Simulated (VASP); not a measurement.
Wanted: the native input for a VASP 6.6.1 run.

```yaml
Task: relaxation of cell and atoms
Functional: PBE
Potentials_or_basis: VASP PAW PBE potentials, release 64 (B, C)
Cutoff: 600 eV
k_mesh: 12 × 12 × 12
Occupations: gaussian, width 0.1 eV
Spin: no spin polarisation
Dipole_correction: no
Further_INCAR_settings: ALGO = Normal; EDIFF = 1e-06; IBRION = 2; EDIFFG = -0.01; NSW = 100; ISIF = 3
```

The structure of B3C2 lies in POSCAR:

```
B3C2
1.0
    3.2698368289      0.0000000000      0.0000000000
    0.0000000000      3.2698368289      0.0000000000
    0.0000000000      0.0000000000      3.2698368289
B C
3 2
Direct
    0.5000000000      0.0000000000      0.0000000000
    0.0000000000      0.5000000000      0.0000000000
    0.0000000000      0.0000000000      0.5000000000
    0.0000000000      0.0000000000      0.0000000000
    0.5000000000      0.5000000000      0.5000000000
```

One way to write it, as run:

INCAR

```
SYSTEM = B3C2
PREC = Accurate
ENCUT = 600
EDIFF = 1E-6
ISMEAR = 0
SIGMA = 0.1
LREAL = .False.
LASPH = .True.
NELM = 60
ALGO = Normal
ISIF = 3
LWAVE = .False.
LCHARG = .False.
GGA = PE
IBRION = 2
NSW = 100
EDIFFG = -0.01
```

KPOINTS

```
Automatic mesh
0
Gamma
  12 12 12
  0 0 0
```

Potentials or basis: VASP PAW PBE potentials, release 64 (B, C).

Launch:

```console
$ cat potpaw_PBE.64/B/POTCAR potpaw_PBE.64/C/POTCAR > POTCAR
$ mpirun -np 1 vasp_std > vasp.out
```

It gave:

```json
{
  "Relaxed volume": "6.97 Å³/atom",
  "Relaxed cell": "a = 3.266 Å, b = 3.266 Å, c = 3.266 Å, α = 90.00°, β = 90.00°, γ = 90.00°",
  "Space group after relaxing (to 0.05 Å)": "Pm-3m (No. 221)",
  "Energy gained by relaxing": "0.0 meV/atom",
  "Ionic steps": "2",
  "Pressure after relaxing": "0.2 GPa"
}
```

Run time: 44 s on 1 thread of Intel(R) Xeon(R) Platinum 8124M CPU @ 3.00GHz (Skylake/Cascade Lake) (shared host), peak memory 0.17 GiB.
